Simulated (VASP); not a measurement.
Set up this calculation in VASP 6.6.1, as the native input.

- Task: relaxation of cell and atoms
- Functional: RPBE
- Dispersion: D4
- Potentials or basis: VASP PAW PBE potentials, release 64 (Pb_d, Cs_sv, Cl)
- Cutoff: 600 eV
- k mesh: 5 × 5 × 5
- Occupations: fermi-dirac, width 0.05 eV
- Spin: no spin polarisation
- Dipole correction: no
- Further INCAR settings: ALGO = Normal; EDIFF = 1e-06; IBRION = 2; EDIFFG = -0.01; NSW = 60; ISIF = 3

The structure of CsPbCl3 lies in POSCAR:

```
CsPbCl3
1.0
    5.6050000000      0.0000000000      0.0000000000
    0.0000000000      5.6050000000      0.0000000000
    0.0000000000      0.0000000000      5.6050000000
Pb Cs Cl
1 1 3
Direct
    0.5000000000      0.5000000000      0.5000000000
    0.0000000000      0.0000000000      0.0000000000
    0.5000000000      0.0000000000      0.5000000000
    0.0000000000      0.5000000000      0.5000000000
    0.5000000000      0.5000000000      0.0000000000
```

One way to write it, as run:

INCAR

```
  PREC = Accurate
  ENCUT = 600
  EDIFF = 1E-6
  ISMEAR = -1
  SIGMA = 0.05
  LREAL = False
  LASPH = True
  NELM = 80
  ALGO = Normal
  ISIF = 3
  LWAVE = False
  LCHARG = False
  GGA = RP
  IVDW = 13
  IBRION = 2
  NSW = 60
  EDIFFG = -0.01
```

KPOINTS

```
Automatic mesh
0
Gamma
  5 5 5
```

Potentials or basis: VASP PAW PBE potentials, release 64 (Pb_d, Cs_sv, Cl).

The run is started by

```bash
$ cat potpaw_PBE.64/Pb_d/POTCAR potpaw_PBE.64/Cs_sv/POTCAR potpaw_PBE.64/Cl/POTCAR > POTCAR
$ mpirun -np 1 vasp_std > vasp.out
```

Results of the run:

```
Relaxed volume                         : 37.75 Å³/atom
Relaxed cell                           : a = 5.736 Å, b = 5.736 Å, c = 5.736 Å, α = 90.00°, β = 90.00°, γ = 90.00°
Space group after relaxing (to 0.05 Å) : Pm-3m (No. 221)
Energy gained by relaxing              : 13.0 meV/atom
Ionic steps                            : 3
Pressure after relaxing                : 0.0 GPa
Band gap on the k mesh                 : 3.21 eV, direct
Dispersion energy per atom             : -0.319 eV
```

Caveat: the PAW data sets were made with another functional, which shifts forces and pressure a little; spin-orbit coupling is left out, which moves the levels of the heavy elements.

It took 2.1 min on 1 thread of Intel Xeon 6975P-C (shared host), peak memory 0.37 GiB.
